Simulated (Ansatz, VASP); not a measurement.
One calculation of TiMoSe4, two programs

```
CELL_PARAMETERS angstrom
3.40937 0.00000 0.00000
-1.70468 2.95260 0.00000
0.00000 0.00000 14.35166
ATOMIC_POSITIONS crystal
Ti 0.00000 0.00000 0.50000
Mo 0.66667 0.33333 0.00000
Se 0.66667 0.33333 0.61359
Se 0.00000 0.00000 0.88581
Se 0.00000 0.00000 0.11419
Se 0.66667 0.33333 0.38641
```

Change from the starting cell: species swapped into the NbWSe4 type (P-6m2, No. 187).

Alike in both runs: functional PBE; k mesh 4 × 4 × 1; occupations gaussian, width 0.15 eV; collinear spin.

Ansatz relaxed the structure, and its values are those at the end. VASP's run is a single point on that final structure, the one shown.

|  | VASP | Ansatz |
| --- | --- | --- |
| version | VASP 6.6.1 | Ansatz 0.2.0 |
| potentials or method | VASP PAW PBE potentials, release 64 (Ti_sv, Mo_sv, Se), cutoff 520 eV | scalar-relativistic, plane waves, PAW |
| valence electrons in the cell | 50 | 90 |

VASP gave:

```
gap on the k mesh at the Fermi level (eV) : 0.26
least direct gap on the mesh (eV)         : 0.73
pressure (GPa)                            : 0.3
rms of the force components (eV/Å)        : 0.014
net moment per atom (μB)                  : 0.00
```

Problem. What did Ansatz give for the same quantities?

Solution. gap on the k mesh at the Fermi level (eV): 0.26; least direct gap on the mesh (eV): 0.73; pressure (GPa): 0.1; rms of the force components (eV/Å): 0.009; net moment per atom (μB): 0.00.

VASP's potentials hold 50 valence electrons a cell and Ansatz's 90, so a difference there can come from the potentials and not from the codes. Ansatz's warnings: seeded moment not kept.

The k mesh is coarse, so the values compare programs but aren't converged.
